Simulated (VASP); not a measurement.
A run of VASP 6.6.1 is set up as follows.

File INCAR:

```
PREC = Accurate
ENCUT = 500
EDIFF = 1E-6
ISMEAR = -1
SIGMA = 0.05
LREAL = F
LASPH = T
NELM = 120
ALGO = Normal
ISIF = 2
LWAVE = F
LCHARG = F
GGA = PE
NBANDS = 26
GGA_COMPAT = F
```

Contents of KPOINTS:

```
Automatic mesh
0
Gamma
  5 5 3
```

File POSCAR:

```
CdS
1.0
    4.1347992000      0.0000000000      0.0000000000
   -2.0673996000      3.5808411500      0.0000000000
    0.0000000000      0.0000000000      6.7490000000
Cd S
2 2
Direct
    0.3333333300      0.6666666700      0.0000000000
    0.6666666700      0.3333333300      0.5000000000
    0.3333333300      0.6666666700      0.3850000000
    0.6666666700      0.3333333300      0.8850000000
```

Potentials or basis: VASP PAW PBE potentials, release 64 (Cd, S).

The run is started by

```bash
$ cat potpaw_PBE.64/Cd/POTCAR potpaw_PBE.64/S/POTCAR > POTCAR
$ mpirun -np 1 vasp_std > vasp.out
```

Task: Estimate the pressure.

Result: 2.9 GPa.

Task: What does it give for the band gap on the k mesh?

Result: 1.23 eV.

Forces in eV/Å, atoms in the order of the input:
```
Cd   0.000  0.000  0.272
Cd   0.000  0.000  0.272
S    0.000  0.000 -0.272
S    0.000  0.000 -0.272
```

A hybrid or GW would open this gap; PBE tends to underestimate it.
